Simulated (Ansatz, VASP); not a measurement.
## B6N: VASP beside Ansatz

Contents of INCAR:

```
SYSTEM = B6N
ALGO = Normal
EDIFF = 1E-6
EDIFFG = -0.01
ENCUT = 600
GGA = PE
IBRION = 2
ISIF = 3
ISMEAR = 0
LASPH = .True.
LCHARG = .False.
LREAL = .False.
LWAVE = .False.
NELM = 80
NSW = 100
PREC = Accurate
SIGMA = 0.1
```

KPOINTS

```
k-points
0
Gamma
  12 12 6
  0 0 0
```

Contents of POSCAR:

```
B6N
1.0
    3.0007002893      0.0000000000      0.0000000000
   -1.5003501446      2.5986826796      0.0000000000
    0.0000000000      0.0000000000      6.4626721212
B N
6 1
Direct
    0.0000000000      0.0000000000      0.7922538170
    0.0000000000      0.0000000000      0.2077461830
    0.3333333333      0.6666666667      0.6420180568
    0.3333333333      0.6666666667      0.3579819432
    0.6666666667      0.3333333333      0.3579819432
    0.6666666667      0.3333333333      0.6420180568
    0.0000000000      0.0000000000      0.0000000000
```

Input for Ansatz:

```yaml
crystal:
  lattice:
    - [3.0007002893, 0.0, 0.0]
    - [-1.5003501446, 2.5986826796, 0.0]
    - [0.0, 0.0, 6.4626721212]
  atoms:
    - { symbol: B, position: [0.0, 0.0, 0.792253817] }
    - { symbol: B, position: [0.0, 0.0, 0.207746183] }
    - { symbol: B, position: [0.3333333333, 0.6666666667, 0.6420180568] }
    - { symbol: B, position: [0.3333333333, 0.6666666667, 0.3579819432] }
    - { symbol: B, position: [0.6666666667, 0.3333333333, 0.3579819432] }
    - { symbol: B, position: [0.6666666667, 0.3333333333, 0.6420180568] }
    - { symbol: "N", position: [0.0, 0.0, 0.0] }
basis:
  ecutwfc: 420
kpoints:
  mp_grid: { grid: [12, 12, 6] }
hamiltonian:
  xc: pbe
scf:
  occupations: { method: gaussian, width: 0.1 }
output:
  forces: true
  stress: true
  eigenvalues: true
relax:
  adjacent_minimum: "off"
  f_tol: 0.01
  max_steps: 80
  cell: { stress_tol: 0.05 }
```

Alike in both runs: task relaxation of cell and atoms; functional PBE; k mesh 12 × 12 × 6; occupations gaussian, width 0.1 eV; no spin polarisation.

|  | VASP | Ansatz |
| --- | --- | --- |
| version | VASP 6.6.1 | Ansatz 0.2.0 |
| potentials or method | VASP PAW PBE potentials, release 64 (B, N), cutoff 600 eV | scalar-relativistic, plane waves, PAW |
| valence electrons in the cell | 23 | 23 |

```csv
,VASP,Ansatz,Ansatz less VASP
"gap on the k mesh at the Fermi level, each at its own relaxed structure (eV)",none,none,-
relaxed volume (Å³/atom),7.21,7.21,+0.005
relaxed cell length with the largest relative difference (Å),3.005,3.006,+0.0007
```

A gap of «none» marks a metal or a gap that the smearing closes.
